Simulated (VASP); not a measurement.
Crystal: BeAg2F4.

```xyz
7
Lattice="-1.7396 1.7396 6.3863 1.7396 -1.7396 6.3863 1.7396 1.7396 -6.3863" Properties=species:S:1:pos:R:3 pbc="T T T"
Be    0.0000    0.0000    0.0000
Ag    0.0000    0.0000    8.2224
Ag    0.0000    0.0000    4.5502
F     1.7396    0.0000    0.0000
F     0.0000    1.7396    0.0000
F     1.7396    0.0000    3.1932
F     0.0000    1.7396    3.1932
```

* Program: VASP 6.6.1
* Task: relaxation of cell and atoms
* Functional: PBE
* Potentials or basis: VASP PAW PBE potentials, release 64 (Be, Ag, F)
* Cutoff: 600 eV
* k mesh: 8 × 8 × 8
* Occupations: gaussian, width 0.1 eV
* Spin: no spin polarisation

At the start: pressure 19.9 GPa; volume 11.04 Å³/atom.

Question: How do energy, volume and symmetry change on relaxing?

Answer: Over 14 steps the energy falls by 142.4 meV/atom and the volume is 13.70 Å³/atom (+24.0 %); space group I4/mmm (No. 139, to 0.1 Å) before and after.

The path:
```
step  energy change (eV)  largest force (eV/Å)  pressure (GPa)  volume (Å³)
   1              0.0000                0.0481           19.89        77.31
   2             -0.7343                1.1597           -2.11        93.67
   3             -0.7493                1.0308            0.01        91.14
   4             -0.8477                0.6012            0.13        92.08
   5             -0.9279                0.2522            1.13        93.92
   6             -0.9653                0.0640           -0.47        96.13
   7             -0.9733                0.1111           -1.81        98.15
   8             -0.9918                0.0327           -1.03        97.59
   9             -0.9927                0.0134           -0.84        97.44
  10             -0.9957                0.0982            0.02        96.35
  11             -0.9957                0.0922           -0.03        96.41
  12             -0.9965                0.0556           -0.02        96.20
  13             -0.9967                0.0407            0.02        95.66
  14             -0.9970                0.0004            0.00        95.89
```

Final structure:
```xyz
7
Lattice="-1.7851 1.7851 7.5227 1.7851 -1.7851 7.5227 1.7851 1.7851 -7.5227" Properties=species:S:1:pos:R:3 pbc="T T T"
Be    0.0000    0.0000    0.0000
Ag    0.0000    0.0000    9.8562
Ag    0.0000    0.0000    5.1891
F     1.7851    0.0000    0.0000
F     0.0000    1.7851    0.0000
F     1.7851    0.0000    3.7613
F     0.0000    1.7851    3.7613
```

Caveat: the volume moved by over 15 % at a fixed basis, so the end points are rough.
